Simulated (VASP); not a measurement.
Be:

```
Be
1.0
     2.23228    0.00000    0.00000
     0.00000    2.23228    0.00000
     0.00000    0.00000    2.23228
Be
1
Cartesian
  0.0000 0.0000 0.0000
```

* Program: VASP 6.6.1
* Task: relaxation of cell and atoms
* Functional: PBE
* Potentials or basis: VASP PAW PBE potentials, release 64 (Be)
* Cutoff: 600 eV
* k mesh: 15 × 15 × 15
* Occupations: fermi-dirac, width 0.05 eV
* Spin: no spin polarisation

At the start: pressure -5.3 GPa; volume 11.12 Å³/atom.

Problem. Where does the relaxation end?

Solution. Over 4 steps the energy falls by 14.9 meV/atom and the volume is 10.27 Å³/atom (-7.7 %); space group Pm-3m (No. 221, to 0.05 Å).

Step by step:
```
step  energy change (eV)  largest force (eV/Å)  pressure (GPa)  volume (Å³)
   1              0.0000                0.0000           -5.26        11.12
   2             -0.0132                0.0000           -1.92        10.55
   3             -0.0149                0.0000           -0.13        10.28
   4             -0.0149                0.0000            0.00        10.27
```

Final structure:
```
Be
1.0
     2.17343    0.00000    0.00000
     0.00000    2.17343    0.00000
     0.00000    0.00000    2.17343
Be
1
Direct
  0.00000 0.00000 0.00000
```
